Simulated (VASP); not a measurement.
Crystal: ZnS (k07).

```
Zn S
1.0
     3.82300    0.00000    0.00000
    -1.91150    3.31082    0.00000
     0.00000    0.00000    6.26100
Zn S
2 2
Direct
  0.33333 0.66667 0.00000
  0.66667 0.33333 0.50000
  0.33333 0.66667 0.37500
  0.66667 0.33333 0.87500
```

```yaml
Program: VASP 6.6.1
Task: relaxation of cell and atoms
Functional: PBEsol
Potentials_or_basis: VASP PAW PBE potentials, release 64 (Zn, S)
Cutoff: 600 eV
k_mesh: 12 × 12 × 6
Occupations: gaussian, width 0.02 eV
Spin: no spin polarisation
```

At the start: pressure -2.0 GPa; volume 19.81 Å³/atom.

Q: How do energy, volume and symmetry change on relaxing?

A: Over 9 steps the energy falls by 3.5 meV/atom and the volume is 19.27 Å³/atom (-2.7 %); space group P6_3mc (No. 186, to 0.05 Å).

The path:
| step | energy change (eV) | largest force (eV/Å) | pressure (GPa) | volume (Å³) |
| --- | --- | --- | --- | --- |
| 1 | 0.0000 | 0.0092 | -2.04 | 79.25 |
| 2 | -0.0123 | 0.0155 | 0.73 | 76.39 |
| 3 | -0.0140 | 0.0138 | 0.00 | 77.10 |
| 4 | -0.0139 | 0.0139 | 0.04 | 77.06 |
| 5 | -0.0140 | 0.0098 | 0.06 | 77.05 |
| 6 | -0.0140 | 0.0011 | 0.02 | 77.05 |
| 7 | -0.0140 | 0.0003 | 0.05 | 77.05 |
| 8 | -0.0140 | 0.0002 | -0.05 | 77.15 |
| 9 | -0.0140 | 0.0002 | 0.00 | 77.09 |

Final structure:
```xyz
4
Lattice="3.7851 0.0000 0.0000 -1.8926 3.2780 0.0000 0.0000 0.0000 6.2131" Properties=species:S:1:pos:R:3 pbc="T T T"
Zn    0.0000    2.1854    0.0026
Zn    1.8926    1.0927    3.1091
S     0.0000    2.1854    2.3273
S     1.8926    1.0927    5.4338
```

Caveat: the PAW data sets were made with another functional, which shifts forces and pressure a little.
